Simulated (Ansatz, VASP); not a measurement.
# One calculation of NiO, two programs

File INCAR:

```
PREC = Accurate
ENCUT = 520
EDIFF = 1E-7
ISMEAR = -1
SIGMA = 0.05
LREAL = False
LASPH = True
NELM = 150
ALGO = Normal
ISIF = 2
LWAVE = False
LCHARG = False
ISPIN = 2
MAGMOM = 0.5 0
LORBIT = 11
NUPDOWN = 0.5
LMAXMIX = 4
GGA = PE
NBANDS = 19
```

Contents of KPOINTS:

```
regular mesh
0
Gamma
  9 9 9
```

File POSCAR:

```
NiO
1.0
    2.5046153800      0.0000000000      0.0000000000
    0.0000000000      2.5046153800      0.0000000000
    0.0000000000      0.0000000000      2.5046153800
Ni O
1 1
Direct
    0.0000000000      0.0000000000      0.0000000000
    0.5000000000      0.5000000000      0.5000000000
```

File input.yaml:

```yaml
crystal:
  lattice:
    - [2.50461538, 0.0, 0.0]
    - [0.0, 2.50461538, 0.0]
    - [0.0, 0.0, 2.50461538]
  atoms:
    - { symbol: Ni, position: [0.0, 0.0, 0.0], spin: 0.5 }
    - { symbol: O, position: [0.5, 0.5, 0.5] }
hamiltonian:
  xc: pbe
  pseudopotentials: { kind: paw }
magnetization:
  spin_polarized: true
  initial_magnetization: 0.5
  spin_locking: { lock_magnetization: hard }
kpoints:
  mp_grid: { grid: [9, 9, 9] }
scf:
  occupations: { method: fermi_dirac, width: 0.05 }
  lower_state_search: "off"
output:
  forces: true
  stress: true
  eigenvalues: true
```

Alike in both runs: task single point; functional PBE; k mesh 9 × 9 × 9; occupations fermi-dirac, width 0.05 eV; collinear spin; fixed moment 0.5 μB.

|  | VASP | Ansatz |
| --- | --- | --- |
| version | VASP 6.6.1 | Ansatz 0.2.0 |
| potentials or method | VASP PAW PBE potentials, release 64 (Ni, O) | Ansatz PAW |
| plane-wave cutoff (eV) | 520 | 420 |
| valence electrons in the cell | 16 | 24 |

```tsv
	VASP	Ansatz	Ansatz less VASP
pressure (GPa)	24.5	24.5	+0.01
net moment per atom (μB)	0.25	0.25	0.000
size of the moment on the site where the two differ most (μB)	0.39	0.40	+0.007
```

Site moments also hang on the region over which each program counts them. VASP's potentials hold 16 valence electrons a cell and Ansatz's 24, so a difference there can come from the potentials and not from the codes.
